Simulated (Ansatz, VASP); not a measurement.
Ge in VASP and in Ansatz

```
Ge
1.0
     0.00000    2.93705    2.93705
     2.93705    0.00000    2.93705
     2.93705    2.93705    0.00000
Ge
2
Direct
  0.00000 0.00000 0.00000
  0.25000 0.25000 0.25000
```

Alike in both runs: task single point; functional PBE; k mesh 12 × 12 × 12; occupations gaussian, width 0.1 eV; no spin polarisation.

|  | VASP | Ansatz |
| --- | --- | --- |
| version | VASP 6.6.1 | Ansatz 0.2.0 |
| potentials or method | VASP PAW PBE potentials, release 64 (Ge_d), cutoff 500 eV | scalar-relativistic, all-electron LAPW |

```tsv
	VASP	Ansatz	Ansatz less VASP
gap on the k mesh at the Fermi level (eV)	none	none	-
pressure (GPa)	-3.0	-3.0	+0.07
```

A gap of «none» marks a metal or a gap that the smearing closes. Ansatz ran all-electron here, and VASP with PAW potentials.
